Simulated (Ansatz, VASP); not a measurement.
**Two plane-wave programs on VN**

Contents of INCAR:

```
SYSTEM = VN
PREC = Accurate
ENCUT = 600
EDIFF = 1E-6
ISMEAR = 0
SIGMA = 0.1
LREAL = .False.
LASPH = .True.
NELM = 120
ALGO = Normal
ISIF = 2
LWAVE = .False.
LCHARG = .False.
GGA = PE
IVDW = 12
NBANDS = 16
GGA_COMPAT = .False.
```

Contents of KPOINTS:

```
regular mesh
0
Gamma
  8 8 8
  0 0 0
```

POSCAR

```
VN
1.0
    0.0000000000      2.0400000000      2.0400000000
    2.0400000000      0.0000000000      2.0400000000
    2.0400000000      2.0400000000      0.0000000000
V N
1 1
Direct
    0.0000000000      0.0000000000      0.0000000000
    0.5000000000      0.5000000000      0.5000000000
```

Input for Ansatz:

```yaml
crystal:
  lattice:
    - [0.0, 2.04, 2.04]
    - [2.04, 0.0, 2.04]
    - [2.04, 2.04, 0.0]
  atoms:
    - { symbol: V, position: [0.0, 0.0, 0.0] }
    - { symbol: "N", position: [0.5, 0.5, 0.5] }
basis:
  ecutwfc: 420
kpoints:
  mp_grid: { grid: [8, 8, 8] }
hamiltonian:
  xc: pbe
  dispersion: d3bj
  pseudopotentials: { kind: paw, azcp: { folder: soft_1 } }
scf:
  occupations: { method: gaussian, width: 0.1 }
output:
  forces: true
  stress: true
  eigenvalues: true
```

Alike in both runs: task single point; functional PBE; dispersion D3(BJ); k mesh 8 × 8 × 8; occupations gaussian, width 0.1 eV; no spin polarisation.

|  | VASP | Ansatz |
| --- | --- | --- |
| version | VASP 6.6.1 | Ansatz 0.2.0 |
| potentials or method | VASP PAW PBE potentials, release 64 (V_sv, N), cutoff 600 eV | scalar-relativistic, plane waves, PAW |
| valence electrons in the cell | 18 | 18 |

```csv
,VASP,Ansatz,Ansatz less VASP
gap on the k mesh at the Fermi level (eV),none,none,-
pressure (GPa),0.3,-0.3,-0.65
```

A gap of «none» marks a metal or a gap that the smearing closes.
